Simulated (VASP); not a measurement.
A run of VASP 6.6.1:

Contents of INCAR:

```
ALGO     = Normal         # electronic algorithm
EDIFF    = 1E-6           # SCF threshold, eV
ENCUT    = 520            # plane-wave cutoff, eV
GGA      = PS             # functional
ISIF     = 2              # what is computed and relaxed
ISMEAR   = -1             # smearing method
LASPH    = T              # aspherical terms in the spheres
LCHARG   = T              # write CHGCAR
LELF     = T              # ELF
LREAL    = F              # projectors in reciprocal space
LVHAR    = T            
LWAVE    = F              # write WAVECAR
NBANDS   = 28             # bands
NELM     = 80             # most SCF steps
PREC     = Accurate       # precision mode
SIGMA    = 0.05           # smearing width, eV
```

KPOINTS

```
k-points
0
Gamma
  4 4 6
```

Contents of POSCAR:

```
La2O3
1.0
    6.1653215740      0.0000000000      0.0000000000
   -3.0826607870      5.3393251055      0.0000000000
    0.0000000000      0.0000000000      3.2314373316
La O
2 3
Direct
    0.6666666667      0.3333333333      0.5000000000
    0.3333333333      0.6666666667      0.5000000000
    0.5000180162      0.0000000000      0.0000000000
    0.0000000000      0.5000180162      0.0000000000
    0.4999819838      0.4999819838      0.0000000000
```

Potentials or basis: VASP PAW PBE potentials, release 64 (La, O).

Run with:

```console
$ cat potpaw_PBE.64/La/POTCAR potpaw_PBE.64/O/POTCAR > POTCAR
$ mpirun -np 1 vasp_std > vasp.out
```

Hardware: 1 thread of Intel(R) Xeon(R) 6975P-C (Granite Rapids), with other jobs on the host.

**Question.** How long does it take, and how much memory?

**Answer.** Wall time 50 s on 1 thread of Intel(R) Xeon(R) 6975P-C (Granite Rapids) (shared host), peak memory 0.25 GiB. Counts: scf iterations 16, k points 16.
